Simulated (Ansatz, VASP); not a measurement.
**Pd: VASP beside Ansatz**

```
Pd
1.0
     0.00000    1.86710    1.86710
     1.86710    0.00000    1.86710
     1.86710    1.86710    0.00000
Pd
1
Direct
  0.00000 0.00000 0.00000
```

Change from the starting cell: strain -0.040 along x and y, -0.040 along z, atoms carried along.

Alike in both runs: task single point; functional PBEsol; k mesh 20 × 20 × 20; occupations gaussian, width 0.15 eV; no spin polarisation.

|  | VASP | Ansatz |
| --- | --- | --- |
| version | VASP 6.6.1 | Ansatz 0.2.0 |
| potentials or method | VASP PAW PBE potentials, release 64 (Pd), cutoff 520 eV | scalar-relativistic, plane waves, PAW |
| valence electrons in the cell | 10 | 18 |

```csv
,VASP,Ansatz,Ansatz less VASP
gap on the k mesh at the Fermi level (eV),none,none,-
pressure (GPa),30.2,30.7,+0.52
```

VASP's potentials were made for PBE, not for PBEsol. A gap of «none» marks a metal or a gap that the smearing closes. Both programs put the cell under a high pressure, so it lies far from rest at this level. The functional is the same, so the differences come from potentials, cutoffs and numerics. VASP's potentials hold 10 valence electrons a cell and Ansatz's 18, so a difference there can come from the potentials and not from the codes.
